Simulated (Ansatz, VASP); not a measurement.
One calculation of SiO2, two programs

File POSCAR:

```
SiO2
1.0
    4.1851894797      0.0000000000      0.0000000000
    0.0000000000      4.1851894797      0.0000000000
    0.0000000000      0.0000000000      2.6688395709
Si O
2 4
Direct
    0.0000000000      0.0000000000      0.0000000000
    0.5000000000      0.5000000000      0.5000000000
    0.3061010388      0.3061010388      0.0000000000
    0.1938989612      0.8061010388      0.5000000000
    0.6938989612      0.6938989612      0.0000000000
    0.8061010388      0.1938989612      0.5000000000
```

File INCAR.step1:

```
  PREC = Accurate
  ENCUT = 520
  ISMEAR = 0
  SIGMA = 0.01
  LREAL = False
  LASPH = True
  NELM = 60
  NBANDS = 25
  GGA = PE
  ALGO = Normal
  EDIFF = 1E-4
  LWAVE = True
  LCHARG = False
```

The input INCAR.step2:

```
  PREC = Accurate
  ENCUT = 520
  EDIFF = 1E-6
  ISMEAR = 0
  SIGMA = 0.01
  LREAL = False
  LASPH = True
  NELM = 60
  ALGO = Normal
  ISIF = 2
  LWAVE = False
  LCHARG = False
  METAGGA = R2SCAN
  LMIXTAU = True
  NBANDS = 25
  ISTART = 1
```

The input KPOINTS:

```
regular mesh
0
Gamma
  6 6 10
```

Input for Ansatz:

```yaml
crystal:
  lattice:
    - [4.1851894797, 0.0, 0.0]
    - [0.0, 4.1851894797, 0.0]
    - [0.0, 0.0, 2.6688395709]
  atoms:
    - { symbol: Si, position: [0.0, 0.0, 0.0] }
    - { symbol: Si, position: [0.5, 0.5, 0.5] }
    - { symbol: O, position: [0.3061010388, 0.3061010388, 0.0] }
    - { symbol: O, position: [0.1938989612, 0.8061010388, 0.5] }
    - { symbol: O, position: [0.6938989612, 0.6938989612, 0.0] }
    - { symbol: O, position: [0.8061010388, 0.1938989612, 0.5] }
kpoints:
  mp_grid: { grid: [6, 6, 10] }
  band_path:
    path:
      - [0.0, 0.0, 0.0]
      - [0.0, 0.5, 0.0]
      - [0.5, 0.5, 0.0]
      - [0.0, 0.0, 0.5]
      - [0.0, 0.5, 0.5]
      - [0.5, 0.5, 0.5]
    npoints: 1
hamiltonian:
  xc: r2scan
scf:
  occupations: { method: fixed }
  n_extra_bands: 5
output:
  forces: true
  stress: true
  eigenvalues: true
  write_density: true
  write_potential: true
  elf: true
  volumetric_format: npy
```

Alike in both runs: task single point; functional r2SCAN; k mesh 6 × 6 × 10; no spin polarisation.

```csv
,VASP,Ansatz
version,VASP 6.6.1,Ansatz 0.2.0
potentials or method,"VASP PAW PBE potentials, release 64 (Si, O)","plane waves, PAW"
plane-wave cutoff (eV),520,500
occupations,"gaussian, width 0.01 eV",fixed
valence electrons in the cell,32,32
```

```csv
,VASP,Ansatz,Ansatz less VASP
gap on the k mesh at the Fermi level (eV),6.51,6.51,+0.003
pressure (GPa),0.4,0.0,-0.39
"traceless stress, the component that is largest in VASP (GPa)",0.60,0.00,-0.598
rms of the force components (eV/Å),0.010,0.000,-0.0101
```

VASP's potentials were made for PBE, not for r2SCAN. Atom by atom the forces differ by 0.010 eV/Å (rms over components).
